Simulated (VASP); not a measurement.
# B10Pt (P-62m) in VASP: a series of runs

Runs on B10Pt. Level: PBE. Tasks: single point.

All numbers are computed with VASP 6.6.1; they aren't measurements. Logs are shortened: lines on timing, memory, paths and dates and some standing lists are left out, and cuts for length are marked.

## Step 1: The cell of the first run

The structure is hexagonal, space group P-62m (No. 189). The conventional cell has a = 6.476 Å, b = 6.476 Å, c = 3.101 Å, α = 90.00°, β = 90.00°, γ = 120.00°. B (site symmetry -6) has 5 B at 1.55 to 1.67 Å within 2.1 Å. Within 2.3 Å of B (site symmetry m) lie 4 B at 1.67 to 2.28 Å and 1 Pt at 2.10 Å. B (site symmetry -6) has 2 B at 1.55 Å within 2.1 Å. Within 2.8 Å of Pt (site symmetry -62m) lie 6 B at 2.10 Å.

The cell was built from a structure type or drawn by symmetry, and may not be a known phase.

## Step 2: Single point, PBE

INCAR

```
SYSTEM = B10Pt
PREC = Accurate ; ENCUT = 520
EDIFF = 1E-6 ; ISMEAR = 0
SIGMA = 0.1 ; LREAL = .False.
LASPH = .True. ; NELM = 80
ALGO = Normal ; ISIF = 2
LWAVE = .False. ; LCHARG = .False.
GGA = PE ; NBANDS = 31
```

KPOINTS

```
Automatic mesh
0
Gamma
  3 3 6
  0 0 0
```

POSCAR

```
B10Pt
1.0
    6.4764971652      0.0000000000      0.0000000000
   -3.2382485826      5.6088110726      0.0000000000
    0.0000000000      0.0000000000      3.1006868407
B Pt
10 1
Direct
    0.3333333333      0.6666666667      0.5000000000
    0.6666666667      0.3333333333      0.5000000000
    0.3720612770      0.1523978652      0.5000000000
    0.8476021348      0.2196634118      0.5000000000
    0.7803365882      0.6279387230      0.5000000000
    0.1523978652      0.3720612770      0.5000000000
    0.2196634118      0.8476021348      0.5000000000
    0.6279387230      0.7803365882      0.5000000000
    0.3333333333      0.6666666667      0.0000000000
    0.6666666667      0.3333333333      0.0000000000
    0.0000000000      0.0000000000      0.5000000000
```

Potentials or basis: VASP PAW PBE potentials, release 64 (B, Pt).

Launch:

```bash
$ cat potpaw_PBE.64/B/POTCAR potpaw_PBE.64/Pt/POTCAR > POTCAR
$ mpirun -np 1 vasp_std > vasp.out
```

OUTCAR:

```text
SYSTEM = B10Pt
   PREC = Accurate
   ENCUT = 520
   EDIFF = 1E-6
   ISMEAR = 0
   LREAL = .False.
   LASPH = .True.
   NELM = 80
   ISIF = 2
   GGA = PE

 ion  position               nearest neighbor table
   1  0.333  0.667  0.500-   9 1.55   9 1.55   7 1.67   6 1.67   8 1.67
   2  0.667  0.333  0.500-  10 1.55  10 1.55   4 1.67   3 1.67   5 1.67
   3  0.372  0.152  0.500-   2 1.67   7 1.71  11 2.10
   4  0.848  0.220  0.500-   2 1.67   6 1.71  11 2.10
   5  0.780  0.628  0.500-   2 1.67   8 1.71  11 2.10
   6  0.152  0.372  0.500-   1 1.67   4 1.71  11 2.10
   7  0.220  0.848  0.500-   1 1.67   3 1.71  11 2.10
   8  0.628  0.780  0.500-   1 1.67   5 1.71  11 2.10
   9  0.333  0.667  0.000-   1 1.55   1 1.55
  10  0.667  0.333  0.000-   2 1.55   2 1.55
  11  0.000  0.000  0.500-   5 2.10   6 2.10   4 2.10   8 2.10   7 2.10   3 2.10

  LATTYP: Found a hexagonal cell.
 ALAT       =     6.4764971652
 C/A-ratio  =     0.4787598545

  Lattice vectors:

 A1 = (   6.4764971652,   0.0000000000,   0.0000000000)
 A2 = (  -3.2382485826,   5.6088110726,   0.0000000000)
 A3 = (   0.0000000000,   0.0000000000,   3.1006868407)

Analysis of symmetry for initial positions (statically):
=====================================================================
 Subroutine PRICEL returns:
 Original cell was already a primitive cell.

 Routine SETGRP: Setting up the symmetry group for a
 hexagonal supercell.

 Subroutine GETGRP returns: Found 12 space group operations
 (whereof 12 operations were pure point group operations)
 out of a pool of 24 trial point group operations.

The static configuration has the point symmetry D_3h.

Analysis of symmetry for dynamics (positions and initial velocities):
=====================================================================
 Subroutine PRICEL returns:
 Original cell was already a primitive cell.

 Routine SETGRP: Setting up the symmetry group for a
 hexagonal supercell.

 Subroutine GETGRP returns: Found 12 space group operations
 (whereof 12 operations were pure point group operations)
 out of a pool of 24 trial point group operations.

The dynamic configuration has the point symmetry D_3h.

 Subroutine INISYM returns: Found 12 space group operations
 (whereof 12 operations are pure point group operations),
 and found     1 'primitive' translations

----------------------------------------------------------------------------------------

                                     Primitive cell

  volume of cell :     112.6338

  direct lattice vectors                    reciprocal lattice vectors
     6.476497165  0.000000000  0.000000000     0.154404453  0.089145452  0.000000000
    -3.238248583  5.608811073  0.000000000     0.000000000  0.178290905  0.000000000
     0.000000000  0.000000000  3.100686841     0.000000000  0.000000000  0.322509190

  length of vectors
     6.476497165  6.476497165  3.100686841     0.178290905  0.178290905  0.322509190

  position of ions in fractional coordinates (direct lattice)
     0.333333333  0.666666667  0.500000000
     0.666666667  0.333333333  0.500000000
     0.372061277  0.152397865  0.500000000
     0.847602135  0.219663412  0.500000000
     0.780336588  0.627938723  0.500000000
     0.152397865  0.372061277  0.500000000
     0.219663412  0.847602135  0.500000000
     0.627938723  0.780336588  0.500000000
     0.333333333  0.666666667  0.000000000
     0.666666667  0.333333333  0.000000000
     0.000000000  0.000000000  0.500000000

  ion indices of the primitive-cell ions
   primitive index   ion index
                 1           1
                 2           2
                 3           3
                 4           4
                 5           5
                 6           6
                 7           7
                 8           8
                 9           9
                10          10
                11          11

----------------------------------------------------------------------------------------

 KPOINTS: Automatic mesh

Automatic generation of k-mesh.
 Grid dimensions read from file:
 generate k-points for:    3    3    6

 Generating k-lattice:

  Cartesian coordinates                     Fractional coordinates (reciprocal lattice)
     0.051468151  0.029715151  0.000000000     0.333333333  0.000000000  0.000000000
     0.000000000  0.059430302  0.000000000     0.000000000  0.333333333  0.000000000
     0.000000000  0.000000000  0.053751532     0.000000000  0.000000000  0.166666667

  Length of vectors
     0.059430302  0.059430302  0.053751532

  Shift w.r.t. Gamma in fractional coordinates (k-lattice)
     0.000000000  0.000000000  0.000000000

 Subroutine IBZKPT returns following result:
 ===========================================

 Found     12 irreducible k-points:

 Following reciprocal coordinates:
            Coordinates               Weight
  0.000000  0.000000  0.000000      1.000000
  0.333333  0.000000  0.000000      6.000000
  0.333333  0.333333  0.000000      2.000000
  0.000000  0.000000  0.166667      2.000000
  0.333333  0.000000  0.166667     12.000000
  0.333333  0.333333  0.166667      4.000000
  0.000000  0.000000  0.333333      2.000000
  0.333333  0.000000  0.333333     12.000000
  0.333333  0.333333  0.333333      4.000000
  0.000000  0.000000  0.500000      1.000000
  0.333333  0.000000  0.500000      6.000000
  0.333333  0.333333  0.500000      2.000000
   k-points           NKPTS =     12   k-points in BZ     NKDIM =     12   number of bands    NBANDS=     31
   number of dos      NEDOS =    301   number of ions     NIONS =     11
   total plane-waves  NPLWV =  55296
   dimension x,y,z NGX =    48 NGY =   48 NGZ =   24
   dimension x,y,z NGXF=    96 NGYF=   96 NGZF=   48
   ions per type =              10   1
   NGX,Y,Z   is equivalent  to a cutoff of  12.32, 12.32, 12.87 a.u.
   NGXF,Y,Z  is equivalent  to a cutoff of  24.64, 24.64, 25.74 a.u.
 SYSTEM =  B10Pt
   PREC   = accura    normal or accurate (medium, high low for compatibility)
   ISTART =      0    job   : 0-new  1-cont  2-samecut
   ICHARG =      2    charge: 1-file 2-atom 10-const
   ISPIN  =      1    spin polarized calculation?
   LNONCOLLINEAR =      F non collinear calculations
   LSORBIT =      F    spin-orbit coupling
   LASPH  =      T    aspherical Exc in radial PAW
   ENCUT  =  520.0 eV  38.22 Ry    6.18 a.u.  12.04 12.04  5.77*2*pi/ulx,y,z
   NELM   =     80;   NELMIN=  2; NELMDL= -5     # of ELM steps
   EDIFF  = 0.1E-05   stopping-criterion for ELM
   LREAL  =      F    real-space projection
   EDIFFG = 0.1E-04   stopping-criterion for IOM
   NSW    =      0    number of steps for IOM
   IBRION =     -1    ionic relax: 0-MD 1-quasi-New 2-CG
   NFREE  =      0    steps in history (QN), initial steepest desc. (CG)
   ISIF   =      2    stress and relaxation
   ISYM   =      2    0-nonsym 1-usesym 2-fastsym
   POTIM  = 0.5000    time-step for ionic-motion
   TEBEG  =    0.0;   TEEND  =   0.0 temperature during run
   PSTRESS=    0.0 pullay stress
   NELECT =      40.0000    total number of electrons
   NUPDOWN=      -1.0000    fix difference up-down
   EMIN   =  10.00;   EMAX   =-10.00  energy-range for DOS
   EFERMI =   0.00;   METHOD = LEGACY
   ISMEAR =     0;   SIGMA  =   0.10  broadening in eV -4-tet -1-fermi 0-gaus
   EFERMI_NEDOS =   21; number of points for ismear=-14 and -15
   IALGO  =     38    algorithm
   IMIX   =      4    mixing-type and parameters
     AMIX     =   0.40;   BMIX     =  1.00
     AMIX_MAG =   1.60;   BMIX_MAG =  1.00
  volume/ion in A,a.u.               =      10.24        69.10
  Fermi-wavevector in a.u.,A,eV,Ry     =   1.159325  2.190807 18.286698  1.344034
  Thomas-Fermi vector in A             =   2.295919
   LORBIT       =      0    0 simple, 1 ext, 2 COOP (PROOUT), +10 PAW based schemes
   GGA     = PE    functional components
   LHFCALC =     F    Hartree Fock is set to
   AEXX    =    0.0000 exact exchange contribution
   IVDW    =     0    specifies the selected vdW correction
   LEPSILON=     F    determine dielectric tensor
   LRPA    =     F    only Hartree local field effects (RPA)
 non-spin polarized calculation
 Gauss-broadening in eV      SIGMA  =   0.10
  energy-cutoff  :      520.00
  volume of cell :      112.63
 maximum number of plane-waves:      3048
   NGX = 25   NGY = 25   NGZ = 11

 number of electron      39.9999997 magnetization

 Free energy of the ion-electron system (eV)
  ---------------------------------------------------
  ext. energy  EPLUGINS =         0.00000000
  ---------------------------------------------------
  free energy    TOTEN  =       -64.12192908 eV

  energy without entropy =      -64.08905536  energy(sigma->0) =      -64.10549222

 E-fermi :   4.8402     XC(G=0): -10.6770

 val. band max:        4.7309893355   @ k =   0.3333   0.3333   0.5000
 cond. band min:       4.8416744749   @ k =   0.3333   0.0000   0.3333
 fundamental gap:      0.1106851395
 Fermi energy:         4.8401854624

 k-point     1 :       0.0000    0.0000    0.0000
  band No.  band energies     occupation
      1      -8.9251      2.00000
      2      -7.4376      2.00000
      3      -4.9458      2.00000
      4      -4.9458      2.00000
      5      -4.8972      2.00000
      6      -3.2193      2.00000
[... 23 lines left out ...]
     30       9.8583      0.00000
     31      10.0678      0.00000

 k-point     2 :       0.3333    0.0000    0.0000
  band No.  band energies     occupation
      1      -8.6169      2.00000
      2      -7.8346      2.00000
      3      -6.0041      2.00000
      4      -4.8399      2.00000
      5      -4.0885      2.00000
      6      -2.8925      2.00000
[... 23 lines left out ...]
     30      10.3008      0.00000
     31      10.7026      0.00000

 k-point     3 :       0.3333    0.3333    0.0000
  band No.  band energies     occupation
      1      -8.2078      2.00000
      2      -8.2078      2.00000
      3      -6.5230      2.00000
      4      -4.1384      2.00000
      5      -4.1384      2.00000
      6      -2.3411      2.00000
[... 23 lines left out ...]
     30      10.8454      0.00000
     31      10.8454      0.00000

 k-point     4 :       0.0000    0.0000    0.1667
  band No.  band energies     occupation
      1      -8.6380      2.00000
      2      -7.1750      2.00000
      3      -4.7262      2.00000
      4      -4.7034      2.00000
      5      -4.7034      2.00000
      6      -2.9284      2.00000
[... 23 lines left out ...]
     30      10.4751      0.00000
     31      10.4752      0.00000

 k-point     5 :       0.3333    0.0000    0.1667
  band No.  band energies     occupation
      1      -8.3333      2.00000
      2      -7.5634      2.00000
      3      -5.7697      2.00000
      4      -4.5790      2.00000
      5      -3.8941      2.00000
      6      -2.6766      2.00000
[... 23 lines left out ...]
     30      10.3315      0.00000
     31      10.5406      0.00000
[... 134 lines left out ...]
     30      10.5724      0.00000
     31      10.5724      0.00000

 k-point    10 :       0.0000    0.0000    0.5000
  band No.  band energies     occupation
      1      -7.1890      2.00000
      2      -5.8008      2.00000
      3      -4.7010      2.00000
      4      -4.1071      2.00000
      5      -3.8142      2.00000
      6      -3.7228      2.00000
[... 23 lines left out ...]
     30      10.3641      0.00000
     31      10.8385      0.00000

 k-point    11 :       0.3333    0.0000    0.5000
  band No.  band energies     occupation
      1      -6.8822      2.00000
      2      -6.1620      2.00000
      3      -4.8610      2.00000
      4      -4.5529      2.00000
      5      -4.0219      2.00000
      6      -3.4839      2.00000
[... 23 lines left out ...]
     30      10.3993      0.00000
     31      10.6703      0.00000

 k-point    12 :       0.3333    0.3333    0.5000
  band No.  band energies     occupation
      1      -6.4835      2.00000
      2      -6.4835      2.00000
      3      -5.3044      2.00000
      4      -4.3076      2.00000
      5      -4.3076      2.00000
      6      -3.0931      2.00000
[... 23 lines left out ...]
     30      10.2557      0.00000
     31      10.2557      0.00000

------------------------ aborting loop because EDIFF is reached ----------------------------------------

  FORCE on cell =-STRESS in cart. coord.  units (eV):
  Direction    XX          YY          ZZ          XY          YZ          ZX
  --------------------------------------------------------------------------------------
  -------------------------------------------------------------------------------------
  Total       -0.2211403     -0.2211403      0.1195414      0.0000000     -0.0000000      0.0000000
  in kB       -3.1456445     -3.1456445      1.7004352      0.0000000     -0.0000000      0.0000000
  external PRESSURE =      -1.5302846 kB  Pullay stress =       0.0000000 kB

 VOLUME and BASIS-vectors are now :
 -----------------------------------------------------------------------------
  energy-cutoff  :      520.00
  volume of cell :      112.63
      direct lattice vectors                 reciprocal lattice vectors
     6.476497165  0.000000000  0.000000000     0.154404453  0.089145452  0.000000000
    -3.238248583  5.608811073  0.000000000     0.000000000  0.178290905  0.000000000
     0.000000000  0.000000000  3.100686841     0.000000000  0.000000000  0.322509190

 POSITION                                       TOTAL-FORCE (eV/Angst)
 -----------------------------------------------------------------------------------
     -0.00000      3.73921      1.55034         0.000000      0.000000      0.000000
      3.23825      1.86960      1.55034         0.000000      0.000000      0.000000
      1.91615      0.85477      1.55034        -0.013708     -0.009633      0.000000
      4.77817      1.23205      1.55034         0.015197     -0.007055      0.000000
      3.02043      3.52199      1.55034        -0.001489      0.016688      0.000000
     -0.21782      2.08682      1.55034        -0.001489     -0.016688      0.000000
     -1.32210      4.75404      1.55034        -0.013708      0.009633      0.000000
      1.53992      4.37676      1.55034         0.015197      0.007055      0.000000
     -0.00000      3.73921      0.00000        -0.000000      0.000000      0.000000
      3.23825      1.86960      0.00000        -0.000000      0.000000      0.000000
      0.00000      0.00000      1.55034         0.000000      0.000000      0.000000
 -----------------------------------------------------------------------------------
    total drift:                               -0.000000     -0.000001     -0.000000

  FREE ENERGIE OF THE ION-ELECTRON SYSTEM (eV)
  ---------------------------------------------------
  free  energy   TOTEN  =       -64.1219290845 eV

  energy  without entropy=      -64.0890553635  energy(sigma->0) =      -64.10549222
```

Wall time 63 s (1 thread of Intel Xeon 8259CL, shared host); peak memory 0.23 GiB.

Results:

| Item | Value |
| --- | --- |
| Free energy | -64.1219 eV |
| Pressure | -0.2 GPa |
| Largest force | 0.017 eV/Å |
| Band gap on the k mesh | zero (bands 20 and 21 overlap by 3.48 eV) |

Forces on the atoms (eV/Å):
```
B    0.000  0.000  0.000
B    0.000  0.000  0.000
B   -0.014 -0.010  0.000
B    0.015 -0.007  0.000
B   -0.001  0.017  0.000
B   -0.001 -0.017  0.000
B   -0.014  0.010  0.000
B    0.015  0.007  0.000
B    0.000  0.000  0.000
B    0.000  0.000  0.000
Pt   0.000  0.000  0.000
```

Caveat: the k points lie up to 0.37 Å⁻¹ apart, too coarse for converged energies and pressures of a metal; spin-orbit coupling is left out, which moves the levels of the heavy elements.

## Step 3: Single point, PBE

This run uses another cell than the first one, of 8.89 Å³/atom.

INCAR

```
PREC = Accurate ; ENCUT = 520
EDIFF = 1E-6 ; ISMEAR = 0
SIGMA = 0.1 ; LREAL = F
LASPH = T ; NELM = 80
ALGO = Normal ; ISIF = 2
LWAVE = F ; LCHARG = F
GGA = PE ; NBANDS = 31
```

KPOINTS

```
regular mesh
0
Gamma
  6 6 4
```

POSCAR

```
B10Pt
1.0
    4.9289799800      0.0000000000      0.0000000000
   -2.4644899900      4.2686218800      0.0000000000
    0.0000000000      0.0000000000      4.6465301200
B Pt
10 1
Direct
    0.3333333300      0.6666666700      0.5000000000
    0.6666666700      0.3333333300      0.5000000000
    0.4291831800      0.1792629200      0.5000000000
    0.8207370800      0.2499202500      0.5000000000
    0.7500797500      0.5708168200      0.5000000000
    0.1792629200      0.4291831800      0.5000000000
    0.2499202500      0.8207370800      0.5000000000
    0.5708168200      0.7500797500      0.5000000000
    0.3333333300      0.6666666700      0.0000000000
    0.6666666700      0.3333333300      0.0000000000
    0.0000000000      0.0000000000      0.5000000000
```

Potentials or basis: VASP PAW PBE potentials, release 64 (B, Pt).

Launch:

```bash
$ cat potpaw_PBE.64/B/POTCAR potpaw_PBE.64/Pt/POTCAR > POTCAR
$ mpirun -np 1 vasp_std > vasp.out
```

It took 2.1 min on 1 thread of Intel Xeon 8259CL, shared host; peak memory 0.25 GiB.

Results (log left out):

```
Free energy            : 4.1150 eV
Pressure               : 215.5 GPa
Largest force          : 38.522 eV/Å
Band gap on the k mesh : zero (bands 20 and 21 overlap by 0.96 eV)
```

Forces in eV/Å, atoms in the order of the input:
```
B     0.000   0.000   0.000
B     0.000   0.000   0.000
B   -30.904 -22.997   0.000
B    35.368 -15.265   0.000
B    -4.464  38.262   0.000
B    -4.464 -38.262   0.000
B   -30.904  22.997   0.000
B    35.368  15.265   0.000
B     0.000   0.000   0.000
B     0.000   0.000   0.000
Pt    0.000   0.000   0.000
```

Stress tensor (GPa, compression positive):
```
318.11   0.00   0.00
  0.00 318.11   0.00
  0.00   0.00  10.31
```

Levels at points of the mesh, in eV from the Fermi level:
| k point | band 16 | band 17 | band 18 | band 19 | band 20 | band 21 | band 22 | band 23 | band 24 | band 25 |
| --- | --- | --- | --- | --- | --- | --- | --- | --- | --- | --- |
| (0.00, 0.00, 0.00) | -5.75 | -3.57 | -2.04 | -0.45 | 0.04 | 0.04 | 0.51 | 0.51 | 2.95 | 2.95 |
| (0.50, 0.00, 0.00) | -4.69 | -3.52 | -3.36 | -1.96 | -0.32 | 0.83 | 1.42 | 1.56 | 2.35 | 2.70 |
| (0.00, 0.00, 0.50) | -3.74 | -3.07 | -1.91 | -1.91 | -0.42 | 0.20 | 1.32 | 1.41 | 1.41 | 2.65 |
| (0.50, 0.00, 0.50) | -3.62 | -3.29 | -2.07 | -1.48 | -1.29 | 0.88 | 1.68 | 1.71 | 2.22 | 2.33 |

Caveat: atoms lie so close that the PAW spheres overlap strongly, which falsifies energies and pressures; the cell stands under pressure; spin-orbit coupling is left out, which moves the levels of the heavy elements; forces of over 1 eV/Å act on the atoms, so gaps and moduli don't describe the material at rest.
